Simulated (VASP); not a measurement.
# Si23O47 (a cell with a defect) in VASP: a series of runs, part 2 of 2

VASP 6.6.1. Earlier steps stand in the parts before.

## Step 4: Single point, PBEsol, collinear spin

INCAR reads:

```
PREC = Accurate
ENCUT = 520
EDIFF = 1E-6
ISMEAR = -1
SIGMA = 0.05
LREAL = Auto
LASPH = T
NELM = 200
ALGO = Normal
ISIF = 2
LWAVE = F
LCHARG = F
ISPIN = 2
MAGMOM = 0 0 0 0 0 0 0 0 0 0 0 0 0 0 0 0 0 0 0 0 0.286 0.286 0 0 0 0 0 0 0 0 0 0 0 0 0 0.286 0 0 0 0 0 0 0 0 0 0 0 0 0 0 0 0 0.286 0.286 0 0 0 0 0 0 0 0.286 0.286 0 0 0 0 0 0 0
LORBIT = 11
GGA = PS
NBANDS = 232
ISYM = -1
GGA_COMPAT = F
```

KPOINTS reads:

```
explicit points
1
Reciprocal
  0.25000000   0.25000000   0.25000000 1
```

POSCAR reads:

```
Si23O47
1.0
    8.3886930000      0.0000000000      0.0000000000
    0.0000000000      8.3886930000      0.0000000000
    0.0000000000      0.0000000000      8.0356430000
Si O
23 47
Direct
    0.0052280000      0.0053830000      0.9999240000
    0.0108660000      0.0110090000      0.3328960000
    0.0051570000      0.0052530000      0.6665420000
    0.9990720000      0.4986710000      0.9994010000
    0.9979220000      0.4993040000      0.3331170000
    0.9990050000      0.4987770000      0.6670160000
    0.4985880000      0.9991990000      0.9993950000
    0.4992520000      0.9980320000      0.3330900000
    0.4986330000      0.9990960000      0.6669950000
    0.4992250000      0.4992830000      0.0097040000
    0.4989520000      0.4990900000      0.6591600000
    0.2553370000      0.2554530000      0.1703480000
    0.2550450000      0.2551680000      0.4963220000
    0.2513340000      0.2514350000      0.8334230000
    0.2542500000      0.7434890000      0.1668660000
    0.2530380000      0.7441090000      0.4989000000
    0.2504150000      0.7463040000      0.8333820000
    0.7433250000      0.2544440000      0.1668690000
    0.7439780000      0.2531060000      0.4989450000
    0.7461800000      0.2505250000      0.8333870000
    0.7584580000      0.7585270000      0.1485310000
    0.7583490000      0.7584640000      0.5176720000
    0.7498080000      0.7499170000      0.8331560000
    0.1549160000      0.1550360000      0.0025750000
    0.1530760000      0.1532080000      0.3333190000
    0.1548500000      0.1549730000      0.6639130000
    0.1471000000      0.6544530000      0.9990640000
    0.1509620000      0.6514840000      0.3331710000
    0.1470720000      0.6544410000      0.6671180000
    0.6543270000      0.1472270000      0.9990720000
    0.6513470000      0.1510910000      0.3331960000
    0.6543020000      0.1471910000      0.6671240000
    0.6562260000      0.6563650000      0.9988910000
    0.6559500000      0.6560680000      0.6671860000
    0.3472180000      0.3473360000      0.0006410000
    0.3448420000      0.3449720000      0.3337620000
    0.3471740000      0.3472270000      0.6662120000
    0.3435460000      0.8500650000      0.9987760000
    0.3448710000      0.8484150000      0.3333810000
    0.3437530000      0.8492960000      0.6670010000
    0.8499850000      0.3436120000      0.9987540000
    0.8483020000      0.3449720000      0.3333740000
    0.8491660000      0.3438520000      0.6669900000
    0.8514870000      0.8516100000      0.9930600000
    0.8215600000      0.8216830000      0.3331850000
    0.8513410000      0.8514610000      0.6730760000
    0.0947230000      0.4047730000      0.1665280000
    0.0946780000      0.4046770000      0.5001520000
    0.0971530000      0.4028990000      0.8330580000
    0.0929770000      0.9008310000      0.1690170000
    0.0927730000      0.9008700000      0.4972880000
    0.1001220000      0.9064820000      0.8329720000
    0.6089740000      0.4049940000      0.1548630000
    0.6080980000      0.4045950000      0.5121820000
    0.5972270000      0.4042110000      0.8333850000
    0.5965120000      0.8956790000      0.1666060000
    0.5965240000      0.8956350000      0.4997340000
    0.5956100000      0.9008570000      0.8330330000
    0.4046440000      0.0948100000      0.1665280000
    0.4045690000      0.0947690000      0.5001370000
    0.4027610000      0.0972430000      0.8330800000
    0.4049420000      0.6091590000      0.1548270000
    0.4043920000      0.6081510000      0.5121760000
    0.4040950000      0.5973170000      0.8333980000
    0.9006900000      0.0930690000      0.1690180000
    0.9007340000      0.0928900000      0.4973000000
    0.9063530000      0.1002220000      0.8329430000
    0.8955440000      0.5966080000      0.1666040000
    0.8955320000      0.5966480000      0.4997380000
    0.9007320000      0.5957230000      0.8330300000
```

On the command line:

```
> cat potpaw_PBE.64/Si/POTCAR potpaw_PBE.64/O/POTCAR > POTCAR
> mpirun -np 1 vasp_std > vasp.out
```

It took 7.6 min on 1 thread of AMD EPYC 9R45 (Zen 5), shared host; peak memory 0.75 GiB.

It converged, with:

| Quantity | Value |
| --- | --- |
| Free energy | -561.8204 eV |
| Pressure | 2.2 GPa |
| Largest force | 0.156 eV/Å |
| Net moment | 1.66 μB per cell |
| Site moments | Si -0.00, -0.01 (each value once); O +0.00, +0.01, +0.12, +0.05, +0.19, +0.24, +0.02 (each value once) μB |
| Valence electrons inside the program's atomic spheres | Si 1.47, 1.50, 1.46, 1.48, 1.54, 1.49 (each value once); O 5.21, 5.25, 5.20, 5.22, 5.14, 5.19, 5.18, 5.12 (each value once) |

Forces on the atoms (eV/Å):
```
Si  -0.021 -0.026 -0.020
Si  -0.037 -0.040  0.009
Si  -0.019 -0.018  0.006
Si  -0.018  0.000  0.006
Si  -0.019  0.014  0.015
Si  -0.065 -0.044 -0.023
Si  -0.002 -0.020  0.009
Si   0.004 -0.018  0.018
Si  -0.043 -0.062 -0.018
Si   0.022  0.027  0.011
Si   0.044  0.045 -0.143
Si   0.000 -0.001  0.017
Si   0.013  0.009  0.029
Si  -0.003 -0.002 -0.007
Si   0.025  0.003  0.021
Si   0.132 -0.032  0.043
Si   0.052  0.046 -0.041
Si   0.007  0.015  0.022
Si  -0.029  0.137  0.034
Si   0.048  0.051 -0.042
Si  -0.035 -0.028  0.078
Si  -0.055 -0.056 -0.055
Si   0.001  0.004 -0.033
O   -0.009 -0.006  0.003
O    0.005  0.005 -0.011
O   -0.011 -0.011 -0.006
O   -0.041 -0.021 -0.006
O   -0.050 -0.011 -0.014
O   -0.044 -0.032 -0.001
O   -0.019 -0.041 -0.007
O   -0.008 -0.050 -0.016
O   -0.034 -0.046  0.000
O   -0.063 -0.068 -0.008
O   -0.032 -0.029  0.036
O    0.017  0.016 -0.018
O    0.042  0.041 -0.053
O   -0.004 -0.001  0.031
O    0.018  0.040 -0.007
O    0.015  0.047 -0.021
O    0.004  0.089  0.054
O    0.040  0.023 -0.004
O    0.047  0.016 -0.017
O    0.092  0.007  0.056
O    0.059  0.056 -0.014
O    0.051  0.051 -0.013
O    0.069  0.068  0.031
O    0.031 -0.045 -0.020
O    0.040 -0.042 -0.006
O    0.037 -0.031  0.013
O    0.021 -0.024  0.002
O    0.026 -0.032 -0.008
O    0.020 -0.028  0.012
O   -0.009 -0.024  0.024
O   -0.010 -0.112 -0.017
O   -0.004 -0.017  0.029
O    0.019 -0.009 -0.003
O    0.022  0.001 -0.011
O    0.024 -0.006  0.013
O   -0.045  0.034 -0.019
O   -0.044  0.043 -0.007
O   -0.029  0.037  0.011
O   -0.032 -0.008  0.027
O   -0.106 -0.011 -0.014
O   -0.018 -0.002  0.026
O   -0.025  0.025  0.003
O   -0.031  0.025 -0.009
O   -0.027  0.021  0.016
O   -0.005  0.015 -0.001
O    0.003  0.018 -0.011
O   -0.005  0.023  0.017
```

Stress tensor (GPa, compression positive):
```
1.28 2.55 0.11
2.55 1.29 0.11
0.11 0.11 4.01
```

Levels at points of the mesh, in eV from the Fermi level:
Spin up:
```
           k point  band 184  band 185  band 186  band 187  band 188  band 189  band 190  band 191  band 192  band 193
(0.25, 0.25, 0.25)     -0.63     -0.47     -0.47     -0.40     -0.08      3.89      5.74      6.39      6.90      7.19
```
Spin down:
| k point | band 182 | band 183 | band 184 | band 185 | band 186 | band 187 | band 188 | band 189 | band 190 | band 191 |
| --- | --- | --- | --- | --- | --- | --- | --- | --- | --- | --- |
| (0.25, 0.25, 0.25) | -0.61 | -0.44 | -0.39 | -0.24 | -0.17 | 0.07 | 0.18 | 3.90 | 5.74 | 6.40 |

Caveat: the PAW data sets were made with another functional, which shifts forces and pressure a little.
